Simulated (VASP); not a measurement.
MgTl, 2 atoms in the cell. The structure is orthorhombic, space group Cmmm (No. 65). The conventional cell has a = 4.852 Å, b = 5.430 Å, c = 3.635 Å, α = 90.00°, β = 90.00°, γ = 90.00°. Mg (site symmetry mmm) has 8 Tl at 3.03 to 3.27 Å and 6 Mg at 3.63 to 3.64 Å within 4.0 Å. Within 4.0 Å of Tl (site symmetry mmm) lie 8 Mg at 3.03 to 3.27 Å and 6 Tl at 3.63 to 3.64 Å.  This cell differs from its parent crystal: strain +0.1125 x Voigt [0, 0, 0, 1, 0, 0].

- Program: VASP 6.6.1
- Task: single point
- Functional: r2SCAN
- Potentials or basis: VASP PAW PBE potentials, release 64 (Mg, Tl_d)
- Cutoff: 520 eV
- k mesh: 14 × 14 × 14
- Occupations: gaussian, width 0.15 eV
- Spin: no spin polarisation
- Dipole correction: no
- Further INCAR settings: ALGO = Normal; EDIFF = 1e-07; NBANDS = 14

Potentials or basis: VASP PAW PBE potentials, release 64 (Mg, Tl_d).

Launch:

```sh
$ cat potpaw_PBE.64/Mg/POTCAR potpaw_PBE.64/Tl_d/POTCAR > POTCAR
$ cp INCAR.step1 INCAR
$ mpirun -np 1 vasp_std > vasp.out
$ cp INCAR.step2 INCAR
$ mpirun -np 1 vasp_std > vasp.out
```

Hardware: 1 thread of Oxide Virtual Turin-like Processor, on a shared host.

Q: How long does it take, and how much memory?

A: Wall time 13 min on 1 thread of Oxide Virtual Turin-like Processor, on a shared host, peak memory 0.41 GiB. Counts: k points 456.
